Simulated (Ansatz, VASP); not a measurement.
## B3Ir: VASP beside Ansatz

```
B Ir
1.0
     3.23853    0.00000    0.00000
     0.00000    3.23853    0.00000
     0.00000    0.00000    3.23853
B Ir
3 1
Direct
  0.00000 0.50000 0.50000
  0.50000 0.00000 0.50000
  0.50000 0.50000 0.00000
  0.00000 0.00000 0.00000
```

Alike in both runs: task relaxation of cell and atoms; functional PBE; k mesh 14 × 14 × 14; occupations gaussian, width 0.1 eV; no spin polarisation.

|  | VASP | Ansatz |
| --- | --- | --- |
| version | VASP 6.6.1 | Ansatz 0.2.0 |
| potentials or method | VASP PAW PBE potentials, release 64 (B, Ir), cutoff 600 eV | scalar-relativistic, plane waves, PAW |
| valence electrons in the cell | 18 | 26 |

VASP gave:

* gap on the k mesh at the Fermi level, each at its own relaxed structure (eV): none
* relaxed volume (Å³/atom): 8.49
* relaxed cell length with the largest relative difference (Å): 3.239

Problem. What did Ansatz give for the same quantities?

Solution. gap on the k mesh at the Fermi level, each at its own relaxed structure (eV): none; relaxed volume (Å³/atom): 8.47; relaxed cell length with the largest relative difference (Å): 3.236.

A gap of «none» marks a metal or a gap that the smearing closes. VASP's potentials hold 18 valence electrons a cell and Ansatz's 26, so a difference there can come from the potentials and not from the codes.

Neither program's run includes spin-orbit coupling. Noted on VASP's run: the relaxation stopped at its first step, so nothing moved.
